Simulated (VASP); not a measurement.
# Co (Pm-3m) in VASP: further runs

The runs below take Co through single point, relaxation of cell and atoms, with PBE.

Program: VASP 6.6.1. These are calculated values, not measurements. Logs are shortened: lines on timing, memory, paths and dates and some standing lists are left out, and cuts for length are marked.

**1. The cell of the first run**

It takes space group Pm-3m (No. 221, cubic). The conventional cell has a = 2.018 Å, b = 2.018 Å, c = 2.018 Å, α = 90.00°, β = 90.00°, γ = 90.00°. Co (site symmetry m-3m) has 6 Co at 2.02 Å within 2.7 Å.

**2. Single point, PBE, collinear spin, ferromagnetic start**

The input, INCAR:

```
PREC = Accurate
ENCUT = 520
EDIFF = 1E-7
ISMEAR = -1
SIGMA = 0.1
LREAL = F
LASPH = T
NELM = 150
ALGO = Normal
ISIF = 2
LWAVE = F
LCHARG = F
ISPIN = 2
MAGMOM = 1.7
LORBIT = 11
LMAXMIX = 4
GGA = PE
NBANDS = 14
```

The input, KPOINTS:

```
regular mesh
0
Gamma
  19 19 19
```

The input, POSCAR:

```
Co
1.0
    2.0178596883      0.0000000000      0.0000000000
    0.0000000000      2.0178596883      0.0000000000
    0.0000000000      0.0000000000      2.0178596883
Co
1
Direct
    0.0000000000      0.0000000000      0.0000000000
```

Potentials or basis: VASP PAW PBE potentials, release 64 (Co).

Started as:

```console
> cat potpaw_PBE.64/Co/POTCAR > POTCAR
> mpirun -np 1 vasp_std > vasp.out
```

OUTCAR:

```text
PREC = Accurate
   ENCUT = 520
   EDIFF = 1E-7
   ISMEAR = -1
   LREAL = F
   LASPH = T
   NELM = 150
   ISIF = 2
   ISPIN = 2
   LORBIT = 11
   GGA = PE

 ion  position               nearest neighbor table
   1  0.000  0.000  0.000-

  LATTYP: Found a simple cubic cell.
 ALAT       =     2.0178596883

  Lattice vectors:

 A1 = (   2.0178596883,   0.0000000000,   0.0000000000)
 A2 = (   0.0000000000,   2.0178596883,   0.0000000000)
 A3 = (   0.0000000000,   0.0000000000,   2.0178596883)

Analysis of symmetry for initial positions (statically):
=====================================================================
 Subroutine PRICEL returns:
 Original cell was already a primitive cell.

 Routine SETGRP: Setting up the symmetry group for a
 simple cubic supercell.

 Subroutine GETGRP returns: Found 48 space group operations
[... 9 lines left out ...]

 Routine SETGRP: Setting up the symmetry group for a
 simple cubic supercell.

 Subroutine GETGRP returns: Found 48 space group operations
 (whereof 48 operations were pure point group operations)
 out of a pool of 48 trial point group operations.

The dynamic configuration has the point symmetry O_h .

Analysis of structural, dynamic, and magnetic symmetry:
=====================================================================
 Subroutine PRICEL returns:
 Original cell was already a primitive cell.

 Routine SETGRP: Setting up the symmetry group for a
 simple cubic supercell.

 Subroutine GETGRP returns: Found 48 space group operations
 (whereof 48 operations were pure point group operations)
 out of a pool of 48 trial point group operations.

The overall configuration has the point symmetry O_h .

 Subroutine INISYM returns: Found 48 space group operations
[... 5 lines left out ...]
                                     Primitive cell

  volume of cell :       8.2162

  direct lattice vectors                    reciprocal lattice vectors
     2.017859688  0.000000000  0.000000000     0.495574596  0.000000000  0.000000000
     0.000000000  2.017859688  0.000000000     0.000000000  0.495574596  0.000000000
     0.000000000  0.000000000  2.017859688     0.000000000  0.000000000  0.495574596

  length of vectors
     2.017859688  2.017859688  2.017859688     0.495574596  0.495574596  0.495574596

  position of ions in fractional coordinates (direct lattice)
     0.000000000  0.000000000  0.000000000

  ion indices of the primitive-cell ions
   primitive index   ion index
                 1           1

----------------------------------------------------------------------------------------

 KPOINTS: regular mesh

Automatic generation of k-mesh.
 Grid dimensions read from file:
 generate k-points for:   19   19   19

 Generating k-lattice:

  Cartesian coordinates                     Fractional coordinates (reciprocal lattice)
     0.026082873  0.000000000  0.000000000     0.052631579  0.000000000  0.000000000
     0.000000000  0.026082873  0.000000000     0.000000000  0.052631579  0.000000000
     0.000000000  0.000000000  0.026082873     0.000000000  0.000000000  0.052631579

  Length of vectors
     0.026082873  0.026082873  0.026082873

  Shift w.r.t. Gamma in fractional coordinates (k-lattice)
     0.000000000  0.000000000  0.000000000

 Subroutine IBZKPT returns following result:
 ===========================================

 Found    220 irreducible k-points:

 Following reciprocal coordinates:
            Coordinates               Weight
  0.000000  0.000000  0.000000      1.000000
  0.052632  0.000000  0.000000      6.000000
  0.105263  0.000000  0.000000      6.000000
  0.157895  0.000000  0.000000      6.000000
  0.210526  0.000000  0.000000      6.000000
  0.263158  0.000000  0.000000      6.000000
[... 16 lines left out ...]
  0.263158  0.105263  0.000000     24.000000
  0.315789  0.105263  0.000000     24.000000
 [... further k-points ...]
   k-points           NKPTS =    220   k-points in BZ     NKDIM =    220   number of bands    NBANDS=     14
   number of dos      NEDOS =    301   number of ions     NIONS =      1
   total plane-waves  NPLWV =   4096
   dimension x,y,z NGX =    16 NGY =   16 NGZ =   16
   dimension x,y,z NGXF=    32 NGYF=   32 NGZF=   32
   ions per type =               1
   NGX,Y,Z   is equivalent  to a cutoff of  13.18, 13.18, 13.18 a.u.
   NGXF,Y,Z  is equivalent  to a cutoff of  26.36, 26.36, 26.36 a.u.
 SYSTEM =  unknown system
   PREC   = accura    normal or accurate (medium, high low for compatibility)
   ISTART =      0    job   : 0-new  1-cont  2-samecut
   ICHARG =      2    charge: 1-file 2-atom 10-const
   ISPIN  =      2    spin polarized calculation?
   LNONCOLLINEAR =      F non collinear calculations
   LSORBIT =      F    spin-orbit coupling
   LASPH  =      T    aspherical Exc in radial PAW
   ENCUT  =  520.0 eV  38.22 Ry    6.18 a.u.   3.75  3.75  3.75*2*pi/ulx,y,z
   NELM   =    150;   NELMIN=  2; NELMDL= -5     # of ELM steps
   EDIFF  = 0.1E-06   stopping-criterion for ELM
   LREAL  =      F    real-space projection
   EDIFFG = 0.1E-05   stopping-criterion for IOM
   NSW    =      0    number of steps for IOM
   IBRION =     -1    ionic relax: 0-MD 1-quasi-New 2-CG
   NFREE  =      0    steps in history (QN), initial steepest desc. (CG)
   ISIF   =      2    stress and relaxation
   ISYM   =      2    0-nonsym 1-usesym 2-fastsym
   POTIM  = 0.5000    time-step for ionic-motion
   TEBEG  =    0.0;   TEEND  =   0.0 temperature during run
   PSTRESS=    0.0 pullay stress
   NELECT =       9.0000    total number of electrons
   NUPDOWN=      -1.0000    fix difference up-down
   EMIN   =  10.00;   EMAX   =-10.00  energy-range for DOS
   EFERMI =   0.00;   METHOD = LEGACY
   ISMEAR =    -1;   SIGMA  =   0.10  broadening in eV -4-tet -1-fermi 0-gaus
   EFERMI_NEDOS =   21; number of points for ismear=-14 and -15
   IALGO  =     38    algorithm
   IMIX   =      4    mixing-type and parameters
     AMIX     =   0.40;   BMIX     =  1.00
     AMIX_MAG =   1.60;   BMIX_MAG =  1.00
  volume/ion in A,a.u.               =       8.22        55.45
  Fermi-wavevector in a.u.,A,eV,Ry     =   1.687581  3.189066 38.748449  2.847931
  Thomas-Fermi vector in A             =   2.770041
   LORBIT       =     11    0 simple, 1 ext, 2 COOP (PROOUT), +10 PAW based schemes
   GGA     = PE    functional components
   LHFCALC =     F    Hartree Fock is set to
   AEXX    =    0.0000 exact exchange contribution
   IVDW    =     0    specifies the selected vdW correction
   LEPSILON=     F    determine dielectric tensor
   LRPA    =     F    only Hartree local field effects (RPA)
 spin polarized calculation
  energy-cutoff  :      520.00
  volume of cell :        8.22
 maximum number of plane-waves:       251
 NGX is ok and might be reduce to    16
   NGX =  7   NGY =  7   NGZ =  7

 number of electron       8.9999996 magnetization      -0.0008187

 number of electron       8.9999996 magnetization       0.0009982

 Free energy of the ion-electron system (eV)
  ---------------------------------------------------
  ext. energy  EPLUGINS =         0.00000000
  ---------------------------------------------------
  free energy    TOTEN  =        -4.79631149 eV

  energy without entropy =       -4.73972861  energy(sigma->0) =       -4.76802005

 E-fermi :  15.2864     XC(G=0): -15.0112

 val. band max:       15.2769342104   @ k =   0.4211   0.3158   0.1579
 cond. band min:      15.3054692074   @ k =   0.2632   0.2105   0.1053
 fundamental gap:      0.0285349970
 Fermi energy:        15.2864076711

 spin component 1

 k-point     1 :       0.0000    0.0000    0.0000
  band No.  band energies     occupation
      1       4.4851      1.00000
      2       9.2841      1.00000
      3       9.2841      1.00000
      4      16.1249      0.00023
      5      16.1249      0.00023
      6      16.1249      0.00023
      7      40.5286      0.00000
      8      40.5286      0.00000
      9      40.5286      0.00000
     10      46.0182      0.00000
     11      46.0182      0.00000
     12      51.2319      0.00000
     13      54.8564      0.00000
     14      65.3351      0.00000

 k-point     2 :       0.0526    0.0000    0.0000
  band No.  band energies     occupation
      1       4.6014      1.00000
      2       9.3078      1.00000
      3       9.3659      1.00000
      4      16.0527      0.00047
      5      16.0527      0.00047
      6      16.1305      0.00022
      7      39.2256      0.00000
      8      40.6978      0.00000
      9      40.6978      0.00000
     10      45.9448      0.00000
[... 362 lines left out ...]
 k-point    24 :       0.3158    0.1053    0.0000
  band No.  band energies     occupation
      1       8.1852      1.00000
      2      10.1812      1.00000
      3      11.6610      1.00000
      4      14.4680      0.99972
      5      14.4875      0.99966
      6      16.0268      0.00061
      7      27.2713      0.00000
      8      40.1716      0.00000
      9      45.9767      0.00000
     10      46.3635      0.00000
     11      51.5884      0.00000
     12      53.3397      0.00000
     13      56.5540      0.00000
     14      59.6233      0.00000

 [... further k-points ...]

 spin component 2

 k-point     1 :       0.0000    0.0000    0.0000
  band No.  band energies     occupation
      1       4.4853      1.00000
      2       9.2848      1.00000
      3       9.2848      1.00000
      4      16.1262      0.00023
      5      16.1262      0.00023
      6      16.1262      0.00023
      7      40.5289      0.00000
      8      40.5289      0.00000
      9      40.5289      0.00000
     10      46.0185      0.00000
     11      46.0185      0.00000
     12      51.2326      0.00000
     13      54.8577      0.00000
     14      65.3355      0.00000

 k-point     2 :       0.0526    0.0000    0.0000
  band No.  band energies     occupation
      1       4.6015      1.00000
      2       9.3085      1.00000
      3       9.3665      1.00000
      4      16.0541      0.00046
      5      16.0541      0.00046
      6      16.1319      0.00021
      7      39.2259      0.00000
      8      40.6980      0.00000
      9      40.6980      0.00000
     10      45.9451      0.00000
[... 362 lines left out ...]
 k-point    24 :       0.3158    0.1053    0.0000
  band No.  band energies     occupation
      1       8.1854      1.00000
      2      10.1819      1.00000
      3      11.6616      1.00000
      4      14.4693      0.99972
      5      14.4886      0.99966
      6      16.0281      0.00060
      7      27.2717      0.00000
      8      40.1719      0.00000
      9      45.9768      0.00000
     10      46.3639      0.00000
     11      51.5887      0.00000
     12      53.3417      0.00000
     13      56.5544      0.00000
     14      59.6237      0.00000

 [... further k-points ...]

------------------------ aborting loop because EDIFF is reached ----------------------------------------

  FORCE on cell =-STRESS in cart. coord.  units (eV):
  Direction    XX          YY          ZZ          XY          YZ          ZX
  --------------------------------------------------------------------------------------
  -------------------------------------------------------------------------------------
  Total        7.9191204      7.9191204      7.9191204      0.0000000      0.0000000      0.0000000
  in kB     1544.2394285   1544.2394285   1544.2394285      0.0000000      0.0000000      0.0000000
  external PRESSURE =    1544.2394285 kB  Pullay stress =       0.0000000 kB

 VOLUME and BASIS-vectors are now :
 -----------------------------------------------------------------------------
  energy-cutoff  :      520.00
  volume of cell :        8.22
      direct lattice vectors                 reciprocal lattice vectors
     2.017859688  0.000000000  0.000000000     0.495574596  0.000000000  0.000000000
     0.000000000  2.017859688  0.000000000     0.000000000  0.495574596  0.000000000
     0.000000000  0.000000000  2.017859688     0.000000000  0.000000000  0.495574596

 POSITION                                       TOTAL-FORCE (eV/Angst)
 -----------------------------------------------------------------------------------
      0.00000      0.00000      0.00000         0.000000      0.000000      0.000000
 -----------------------------------------------------------------------------------
    total drift:                                0.000000      0.000000      0.000000

  FREE ENERGIE OF THE ION-ELECTRON SYSTEM (eV)
  ---------------------------------------------------
  free  energy   TOTEN  =        -4.7963114887 eV

  energy  without entropy=       -4.7397286055  energy(sigma->0) =       -4.76802005

 total charge

# of ion       s       p       d       tot
------------------------------------------
    1        0.681   0.748   7.772   9.201

 magnetization (x)

# of ion       s       p       d       tot
------------------------------------------
    1        0.000   0.000   0.001   0.001
```

Wall time 40 s (1 thread of Intel Xeon Platinum 8259CL at 2.50GHz (Skylake/Cascade Lake), shared host); peak memory 0.15 GiB.

Results:

```
Free energy : -4.7963 eV
Pressure    : 154.4 GPa
Net moment  : 0.00 μB per cell
```

Caveat: the starting moments collapsed, and a magnetic state may lie lower.

**3. Single point, PBE, collinear spin, ferromagnetic start**

The input, INCAR:

```
PREC     = Accurate       # precision mode
ENCUT    = 520            # plane-wave cutoff, eV
EDIFF    = 1E-7           # SCF threshold, eV
ISMEAR   = -1             # smearing method
SIGMA    = 0.1            # smearing width, eV
LREAL    = F              # projectors in reciprocal space
LASPH    = T              # aspherical terms in the spheres
NELM     = 150            # most SCF steps
ALGO     = Normal         # electronic algorithm
ISIF     = 2              # what is computed and relaxed
LWAVE    = F              # write WAVECAR
LCHARG   = F              # write CHGCAR
ISPIN    = 2              # spin polarisation
MAGMOM   = 1.7            # initial moments
LORBIT   = 11             # projections on sites
LMAXMIX  = 4              # l up to which the mixer works
GGA      = PE             # functional
NBANDS   = 14             # bands
```

KPOINTS is that of step 2.

The input, POSCAR:

```
Co
1.0
    2.0174892640      0.0000000000      0.0000000000
    0.0000000000      2.0174892640      0.0000000000
    0.0000000000      0.0000000000      2.0174892640
Co
1
Direct
    0.0000000000      0.0000000000      0.0000000000
```

Potentials or basis: VASP PAW PBE potentials, release 64 (Co).

Started as:

```console
> cat potpaw_PBE.64/Co/POTCAR > POTCAR
> mpirun -np 1 vasp_std > vasp.out
```

Run time: 38 s. Hardware: 1 thread of Intel Xeon Platinum 8259CL at 2.50GHz (Skylake/Cascade Lake), shared host; peak memory 0.15 GiB.

Results (log left out):

| Item | Value |
| --- | --- |
| Free energy | -4.7919 eV |
| Pressure | 154.8 GPa |
| Net moment | 0.00 μB per cell |

Levels at points of the mesh, in eV from the Fermi level:
Spin up:
```csv
k point,band 1,band 2,band 3,band 4,band 5,band 6,band 7,band 8,band 9,band 10
"(0.00, 0.00, 0.00)",-10.81,-6.01,-6.01,0.84,0.84,0.84,25.25,25.25,25.25,30.74
```
Spin down:
```tsv
k point	band 2	band 3	band 4	band 5	band 6	band 7	band 8	band 9
(0.00, 0.00, 0.00)	-6.01	-6.01	0.84	0.84	0.84	25.25	25.25	25.25
```

Caveat: the starting moments collapsed, and a magnetic state may lie lower.

(Continued in part 2 of 2.)
